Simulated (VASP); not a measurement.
# BPH4 (I-4) in VASP: single point with PBE

Aim: the single point of BPH4 with PBE.

All numbers are computed with VASP 6.6.1; they aren't measurements. Logs are shortened: lines on timing, memory, paths and dates and some standing lists are left out, and cuts for length are marked.

**1. The cell of the first run**

The structure is tetragonal, space group I-4 (No. 82). Conventional cell: a = 4.174 Å, b = 4.174 Å, c = 6.398 Å, α = 90.00°, β = 90.00°, γ = 90.00°. Within 2.0 Å of P (site symmetry -4) lie 4 H at 1.49 Å. Within 1.8 Å of B (site symmetry -4) lie 4 H at 1.38 Å. Within 1.8 Å of H (site symmetry 1) lie 1 B at 1.38 Å and 1 P at 1.49 Å.

**2. Single point, PBE**

Input file INCAR:

```
ALGO = Normal ; EDIFF = 1E-6
ENCUT = 520 ; GGA = PE
ISIF = 2 ; ISMEAR = -1
LASPH = True ; LCHARG = True
LELF = True ; LREAL = False
LVHAR = True ; LWAVE = False
NBANDS = 15 ; NELM = 60
PREC = Accurate ; SIGMA = 0.052
```

Input file KPOINTS:

```
k-points
0
Gamma
  8 8 8
```

Input file POSCAR:

```
BPH4
1.0
    0.0000000000      4.1738970000      0.0000000000
    4.1738970000      0.0000000000      0.0000000000
    2.0869490000      2.0869490000     -3.1988320000
P B H
1 1 4
Direct
    0.0000000000      0.0000000000      0.0000000000
    0.7500000000      0.2500000000      0.5000000000
    0.3910000000      0.2690000000      0.7380000000
    0.7310000000      0.1290000000      0.2620000000
    0.8710000000      0.9930000000      0.7380000000
    0.0070000000      0.6090000000      0.2620000000
```

Potentials or basis: VASP PAW PBE potentials, release 64 (P, B, H).

Started as:

```bash
> cat potpaw_PBE.64/P/POTCAR potpaw_PBE.64/B/POTCAR potpaw_PBE.64/H/POTCAR > POTCAR
> mpirun -np 1 vasp_std > vasp.out
```

OUTCAR:

```text
EDIFF = 1E-6
   ENCUT = 520
   GGA = PE
   ISIF = 2
   ISMEAR = -1
   LASPH = True
   LREAL = False
   NELM = 60
   PREC = Accurate

 ion  position               nearest neighbor table
   1  0.000  0.000  0.000-   3 1.49   6 1.49   4 1.49   5 1.49
   2  0.750  0.250  0.500-   6 1.38   3 1.38   5 1.38   4 1.38
   3  0.391  0.269  0.738-   2 1.38   1 1.49
   4  0.731  0.129  0.262-   2 1.38   1 1.49
   5  0.871  0.993  0.738-   2 1.38   1 1.49
   6  0.007  0.609  0.262-   2 1.38   1 1.49

  LATTYP: Found a body centered tetragonal cell.
 ALAT       =     4.1738970000
 C/A-ratio  =     1.5327795583

  Lattice vectors:

 A1 = (  -2.0869490000,   2.0869480000,   3.1988320000)
 A2 = (   2.0869480000,  -2.0869490000,   3.1988320000)
 A3 = (   2.0869490000,   2.0869490000,  -3.1988320000)

Analysis of symmetry for initial positions (statically):
=====================================================================
 Subroutine PRICEL returns:
 Original cell was already a primitive cell.

 Routine SETGRP: Setting up the symmetry group for a
 body centered tetragonal supercell.

 Subroutine GETGRP returns: Found  4 space group operations
 (whereof  4 operations were pure point group operations)
 out of a pool of 16 trial point group operations.

The static configuration has the point symmetry S_4 .

Analysis of symmetry for dynamics (positions and initial velocities):
=====================================================================
 Subroutine PRICEL returns:
 Original cell was already a primitive cell.

 Routine SETGRP: Setting up the symmetry group for a
 body centered tetragonal supercell.

 Subroutine GETGRP returns: Found  4 space group operations
 (whereof  4 operations were pure point group operations)
 out of a pool of 16 trial point group operations.

The dynamic configuration has the point symmetry S_4 .

 Subroutine INISYM returns: Found  4 space group operations
 (whereof  4 operations are pure point group operations),
 and found     1 'primitive' translations

----------------------------------------------------------------------------------------

                                     Primitive cell

  volume of cell :      55.7282

  direct lattice vectors                    reciprocal lattice vectors
     0.000000000  4.173897000  0.000000000     0.000000000  0.239584254  0.156307090
     4.173897000  0.000000000  0.000000000     0.239584254  0.000000000  0.156307090
     2.086949000  2.086949000 -3.198832000     0.000000000  0.000000000 -0.312614104

  length of vectors
     4.173897000  4.173897000  4.352383074     0.286063841  0.286063841  0.312614104

  position of ions in fractional coordinates (direct lattice)
     0.000000000  0.000000000  0.000000000
     0.750000000  0.250000000  0.500000000
     0.391000000  0.269000000  0.738000000
     0.731000000  0.129000000  0.262000000
     0.871000000  0.993000000  0.738000000
     0.007000000  0.609000000  0.262000000

  ion indices of the primitive-cell ions
   primitive index   ion index
                 1           1
                 2           2
                 3           3
                 4           4
                 5           5
                 6           6

----------------------------------------------------------------------------------------

 KPOINTS: k-points

Automatic generation of k-mesh.
 Grid dimensions read from file:
 generate k-points for:    8    8    8

 Generating k-lattice:

  Cartesian coordinates                     Fractional coordinates (reciprocal lattice)
     0.000000000  0.029948032  0.019538386     0.125000000  0.000000000  0.000000000
     0.029948032  0.000000000  0.019538386     0.000000000  0.125000000  0.000000000
     0.000000000  0.000000000 -0.039076763     0.000000000  0.000000000  0.125000000

  Length of vectors
     0.035757980  0.035757980  0.039076763

  Shift w.r.t. Gamma in fractional coordinates (k-lattice)
     0.000000000  0.000000000  0.000000000

 Subroutine IBZKPT returns following result:
 ===========================================

 Found     78 irreducible k-points:

 Following reciprocal coordinates:
            Coordinates               Weight
  0.000000  0.000000  0.000000      1.000000
  0.125000  0.000000  0.000000      8.000000
  0.250000  0.000000  0.000000      8.000000
  0.375000  0.000000  0.000000      8.000000
  0.500000  0.000000  0.000000      4.000000
  0.125000  0.125000  0.000000      8.000000
[... 16 lines left out ...]
 -0.375000  0.250000 -0.000000      8.000000
 -0.250000  0.375000  0.000000      8.000000
 [... further k-points ...]
   k-points           NKPTS =     78   k-points in BZ     NKDIM =     78   number of bands    NBANDS=     15
   number of dos      NEDOS =    301   number of ions     NIONS =      6
   total plane-waves  NPLWV =  32768
   dimension x,y,z NGX =    32 NGY =   32 NGZ =   32
   dimension x,y,z NGXF=    64 NGYF=   64 NGZF=   64
   ions per type =               1   1   4
   NGX,Y,Z   is equivalent  to a cutoff of  12.75, 12.75, 12.22 a.u.
   NGXF,Y,Z  is equivalent  to a cutoff of  25.49, 25.49, 24.45 a.u.
 SYSTEM =  unknown system
   PREC   = accura    normal or accurate (medium, high low for compatibility)
   ISTART =      0    job   : 0-new  1-cont  2-samecut
   ICHARG =      2    charge: 1-file 2-atom 10-const
   ISPIN  =      1    spin polarized calculation?
   LNONCOLLINEAR =      F non collinear calculations
   LSORBIT =      F    spin-orbit coupling
   LASPH  =      T    aspherical Exc in radial PAW
   ENCUT  =  520.0 eV  38.22 Ry    6.18 a.u.   7.76  7.76  8.09*2*pi/ulx,y,z
   NELM   =     60;   NELMIN=  2; NELMDL= -5     # of ELM steps
   EDIFF  = 0.1E-05   stopping-criterion for ELM
   LREAL  =      F    real-space projection
   EDIFFG = 0.1E-04   stopping-criterion for IOM
   NSW    =      0    number of steps for IOM
   IBRION =     -1    ionic relax: 0-MD 1-quasi-New 2-CG
   NFREE  =      0    steps in history (QN), initial steepest desc. (CG)
   ISIF   =      2    stress and relaxation
   ISYM   =      2    0-nonsym 1-usesym 2-fastsym
   POTIM  = 0.5000    time-step for ionic-motion
   TEBEG  =    0.0;   TEEND  =   0.0 temperature during run
   PSTRESS=    0.0 pullay stress
   NELECT =      12.0000    total number of electrons
   NUPDOWN=      -1.0000    fix difference up-down
   EMIN   =  10.00;   EMAX   =-10.00  energy-range for DOS
   EFERMI =   0.00;   METHOD = LEGACY
   ISMEAR =    -1;   SIGMA  =   0.05  broadening in eV -4-tet -1-fermi 0-gaus
   EFERMI_NEDOS =   21; number of points for ismear=-14 and -15
   IALGO  =     38    algorithm
   IMIX   =      4    mixing-type and parameters
     AMIX     =   0.40;   BMIX     =  1.00
     AMIX_MAG =   1.60;   BMIX_MAG =  1.00
  volume/ion in A,a.u.               =       9.29        62.68
  Fermi-wavevector in a.u.,A,eV,Ry     =   0.981244  1.854282 13.100227  0.962840
  Thomas-Fermi vector in A             =   2.112236
   LORBIT       =      0    0 simple, 1 ext, 2 COOP (PROOUT), +10 PAW based schemes
   GGA     = PE    functional components
   LHFCALC =     F    Hartree Fock is set to
   AEXX    =    0.0000 exact exchange contribution
   IVDW    =     0    specifies the selected vdW correction
   LEPSILON=     F    determine dielectric tensor
   LRPA    =     F    only Hartree local field effects (RPA)
 non-spin polarized calculation
  energy-cutoff  :      520.00
  volume of cell :       55.73
 maximum number of plane-waves:      1518
   NGX = 15   NGY = 15   NGZ = 17

 number of electron      12.0000000 magnetization

 Free energy of the ion-electron system (eV)
  ---------------------------------------------------
  ext. energy  EPLUGINS =         0.00000000
  ---------------------------------------------------
  free energy    TOTEN  =       -19.50810034 eV

  energy without entropy =      -19.49286072  energy(sigma->0) =      -19.50048053

 E-fermi :   2.8130     XC(G=0):  -8.4462

 val. band max:        2.8104228580   @ k =   0.0000   0.0000   0.0000
 cond. band min:       2.8165662500   @ k =  -0.2500   0.0000   0.2500
 fundamental gap:      0.0061433920
 Fermi energy:         2.8130133173

 k-point     1 :       0.0000    0.0000    0.0000
  band No.  band energies     occupation
      1     -12.2253      2.00000
      2      -4.5448      2.00000
      3      -4.5448      2.00000
      4      -4.3769      2.00000
      5      -1.7545      2.00000
      6       1.9554      2.00000
      7       1.9554      2.00000
      8       2.8104      1.02490
      9       7.2448      0.00000
     10       7.4195      0.00000
     11       9.1356      0.00000
     12      11.3171      0.00000
     13      11.5223      0.00000
     14      11.5223      0.00000
     15      15.5582      0.00000

 k-point     2 :       0.1250    0.0000    0.0000
  band No.  band energies     occupation
      1     -12.1125      2.00000
      2      -5.1629      2.00000
      3      -4.6466      2.00000
      4      -4.4428      2.00000
      5      -1.2103      2.00000
      6       1.9847      2.00000
      7       2.0650      2.00000
      8       3.0713      0.01384
      9       7.0417      0.00000
     10       7.8174      0.00000
     11       8.8552      0.00000
     12      11.1485      0.00000
     13      11.9204      0.00000
     14      12.1348      0.00000
     15      14.6650      0.00000
[... 365 lines left out ...]
      3      -5.2170      2.00000
      4      -4.9870      2.00000
      5       0.4960      2.00000
      6       1.1980      2.00000
      7       3.4810      0.00001
      8       4.5101      0.00000
      9       6.4196      0.00000
     10       8.6903      0.00000
     11      10.0316      0.00000
     12      10.9609      0.00000
     13      12.4067      0.00000
     14      12.7118      0.00000
     15      13.3979      0.00000

 k-point    24 :      -0.2500    0.3750    0.0000
  band No.  band energies     occupation
      1     -11.2871      2.00000
      2      -7.2354      2.00000
      3      -5.2094      2.00000
      4      -4.9949      2.00000
      5       0.4813      2.00000
      6       1.1909      2.00000
      7       3.4537      0.00001
      8       4.8329      0.00000
      9       5.9854      0.00000
     10       8.7559      0.00000
     11      10.1989      0.00000
     12      10.8874      0.00000
     13      12.1523      0.00000
     14      13.1053      0.00000
     15      13.7865      0.00000

 [... further k-points ...]
[... 5 lines left out ...]
  --------------------------------------------------------------------------------------
  -------------------------------------------------------------------------------------
  Total        5.6082808      5.6082808      7.5190312     -0.0000001     -0.0000012     -0.0000012
  in kB      161.2372747    161.2372747    216.1710763     -0.0000018     -0.0000338     -0.0000338
  external PRESSURE =     179.5485419 kB  Pullay stress =       0.0000000 kB

 VOLUME and BASIS-vectors are now :
 -----------------------------------------------------------------------------
  energy-cutoff  :      520.00
  volume of cell :       55.73
      direct lattice vectors                 reciprocal lattice vectors
     0.000000000  4.173897000  0.000000000     0.000000000  0.239584254  0.156307090
     4.173897000  0.000000000  0.000000000     0.239584254  0.000000000  0.156307090
     2.086949000  2.086949000 -3.198832000     0.000000000  0.000000000 -0.312614104

 POSITION                                       TOTAL-FORCE (eV/Angst)
 -----------------------------------------------------------------------------------
      0.00000      0.00000      0.00000         0.000000     -0.000000      0.000000
      2.08695      4.17390     -1.59942         0.000000     -0.000000      0.000000
      2.66295      3.17216     -2.36074         0.903021      1.523379      1.351169
      1.08521      3.59790     -0.83809         1.523380     -0.903021     -1.351169
      5.68485      5.17563     -2.36074        -0.903022     -1.523380      1.351169
      3.08868      0.57600     -0.83809        -1.523379      0.903022     -1.351169
 -----------------------------------------------------------------------------------
    total drift:                                0.000004      0.000010      0.000001

  FREE ENERGIE OF THE ION-ELECTRON SYSTEM (eV)
  ---------------------------------------------------
  free  energy   TOTEN  =       -19.5081003449 eV

  energy  without entropy=      -19.4928607233  energy(sigma->0) =      -19.50048053
```

It took 45 s on 1 thread of Intel Xeon Platinum 8488C (Sapphire Rapids), shared host; peak memory 0.2 GiB.

What came out:

```yaml
Free_energy: -19.5081 eV
Pressure: 18.0 GPa
Largest_force: 2.228 eV/Å
Band_gap_on_the_k_mesh: zero (band 6 reaches 3.09 eV, above the bottom of band 7 at 1.96 eV)
```

Forces on the atoms (eV/Å):
```
P    0.000  0.000  0.000
B    0.000  0.000  0.000
H    0.903  1.523  1.351
H    1.523 -0.903 -1.351
H   -0.903 -1.523  1.351
H   -1.523  0.903 -1.351
```

Caveat: forces of over 1 eV/Å act on the atoms, so gaps and moduli don't describe the material at rest.
